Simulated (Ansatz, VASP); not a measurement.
**Ca in VASP and in Ansatz**

The input INCAR:

```
SYSTEM = Ca
PREC     = Accurate       ! precision mode
ENCUT    = 520            ! plane-wave cutoff, eV
EDIFF    = 1E-6           ! SCF threshold, eV
ISMEAR   = 0              ! smearing method
SIGMA    = 0.1            ! smearing width, eV
LREAL    = .False.        ! projectors in reciprocal space
LASPH    = .True.         ! aspherical terms in the spheres
NELM     = 100            ! most SCF steps
ALGO     = Fast           ! electronic algorithm
ISIF     = 2              ! what is computed and relaxed
LWAVE    = .False.        ! write WAVECAR
LCHARG   = .False.        ! write CHGCAR
GGA      = PS             ! functional
NBANDS   = 17             ! bands
```

File KPOINTS:

```
regular mesh
0
Gamma
  12 12 8
  0 0 0
```

Contents of POSCAR:

```
Ca
1.0
    3.8524073137      0.0000000000      0.0000000000
   -1.9262036569      3.3362825994      0.0000000000
    0.0000000000      0.0000000000      6.5312169658
Ca
2
Direct
    0.6666666667      0.3333333333      0.7500000000
    0.3333333333      0.6666666667      0.2500000000
```

Input for Ansatz:

```yaml
crystal:
  lattice:
    - [3.8524073137, 0.0, 0.0]
    - [-1.9262036569, 3.3362825994, 0.0]
    - [0.0, 0.0, 6.5312169658]
  atoms:
    - { symbol: Ca, position: [0.6666666667, 0.3333333333, 0.75] }
    - { symbol: Ca, position: [0.3333333333, 0.6666666667, 0.25] }
basis:
  ecutwfc: 420
kpoints:
  mp_grid: { grid: [12, 12, 8] }
hamiltonian:
  xc: pbesol
scf:
  occupations: { method: gaussian, width: 0.1 }
output:
  forces: true
  stress: true
  eigenvalues: true
```

Change from the starting cell: strain along c alone, the other axes held, atoms relaxed: +3.0 %.

Alike in both runs: task single point; functional PBEsol; k mesh 12 × 12 × 8; occupations gaussian, width 0.1 eV; no spin polarisation.

```csv
,VASP,Ansatz
version,VASP 6.6.1,Ansatz 0.2.0
potentials or method,"VASP PAW PBE potentials, release 64 (Ca_sv), cutoff 520 eV","scalar-relativistic, plane waves, PAW"
valence electrons in the cell,20,20
```

```tsv
	VASP	Ansatz	Ansatz less VASP
gap on the k mesh at the Fermi level (eV)	none	none	-
pressure (GPa)	-0.5	-0.5	0.00
traceless stress, the component that is largest in VASP (GPa)	-0.65	-0.65	+0.001
```

VASP's potentials were made for PBE, not for PBEsol. A gap of «none» marks a metal or a gap that the smearing closes.
